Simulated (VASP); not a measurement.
Here is a VASP 6.6.1 calculation.

The input INCAR:

```
ALGO = Normal
EDIFF = 1E-6
ENCUT = 520
GGA = PS
ISIF = 2
ISMEAR = -1
ISPIN = 2
ISYM = 0
LASPH = True
LCHARG = False
LMAXMIX = 4
LORBIT = 11
LREAL = False
LWAVE = False
MAGMOM = 0.4 0.4
NBANDS = 19
NELM = 150
PREC = Accurate
SIGMA = 0.1
```

The input KPOINTS:

```
k-points
0
Gamma
  7 10 12
```

POSCAR

```
Fe
1.0
   -1.7425000000     -1.7425000000     -3.4850000000
    1.7425000000     -1.7425000000      0.0000000000
   -1.7425000000     -1.7425000000      0.0000000000
Fe
2
Direct
    0.0000000000      0.0000000000      0.0000000000
    0.5000000000      0.5000000000      0.0000000000
```

Potentials or basis: VASP PAW PBE potentials, release 64 (Fe).

The run is started by

```console
$ cat potpaw_PBE.64/Fe/POTCAR > POTCAR
$ mpirun -np 1 vasp_std > vasp.out
```

(1) Estimate the net moment.

(2) Estimate the pressure.

(3) What does it give for the band gap on the k mesh?

## Answers

(1) 0.00 μB per cell.

(2) -18.5 GPa.

(3) zero (filled and empty bands overlap).

Caveat: the cell stands under tension; the PAW data sets were made with another functional, which shifts forces and pressure a little.
